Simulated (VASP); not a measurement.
A run of VASP 6.6.1 is set up as follows.

POSCAR

```
Ga
1.0
    2.9478801678      0.0000000000      0.0000000000
   -1.4739400839      2.5529391126      0.0000000000
    0.0000000000      0.0000000000      4.7743790250
Ga
2
Direct
    0.3333333333      0.6666666667      0.7500000000
    0.6666666667      0.3333333333      0.2500000000
```

Contents of INCAR.step1:

```
SYSTEM = Ga
PREC = Accurate
ENCUT = 550
ISMEAR = 0
SIGMA = 0.05
LREAL = .FALSE.
LASPH = .TRUE.
NELM = 120
GGA = PE
ALGO = Normal
EDIFF = 1E-5
LWAVE = .TRUE.
LCHARG = .FALSE.
GGA_COMPAT = .FALSE.
IBRION = 2
ISIF = 3
EDIFFG = -0.005
NELMIN = 4
NSW = 100
```

INCAR.step2

```
SYSTEM = Ga
PREC = Accurate
ENCUT = 550
EDIFF = 1E-7
ISMEAR = 0
SIGMA = 0.05
LREAL = .FALSE.
LASPH = .TRUE.
NELM = 120
ALGO = Normal
ISIF = 4
LWAVE = .FALSE.
LCHARG = .FALSE.
METAGGA = R2SCAN
LMIXTAU = .TRUE.
IBRION = 2
NSW = 60
EDIFFG = -0.01
ISTART = 1
GGA_COMPAT = .FALSE.
NELMIN = 4
```

KPOINTS

```
regular mesh
0
G
  16 16 10
  0 0 0
```

Potentials or basis: VASP PAW PBE potentials, release 64 (Ga_d).

Launch:

```console
$ cat potpaw_PBE.64/Ga_d/POTCAR > POTCAR
$ cp INCAR.step1 INCAR
$ mpirun -np 1 vasp_std > vasp.out
$ cp INCAR.step2 INCAR
$ mpirun -np 1 vasp_std > vasp.out
```

**Question.** Estimate the band gap on the k mesh.

**Answer.** Zero (bands 13 and 14 overlap by 8.48 eV).

Final structure:
```xyz
2
Lattice="2.9487 0.0000 0.0000 -1.4744 2.5537 0.0000 0.0000 0.0000 4.7717" Properties=species:S:1:pos:R:3 pbc="T T T"
Ga    0.0000    1.7024    3.5788
Ga    1.4744    0.8512    1.1929
```
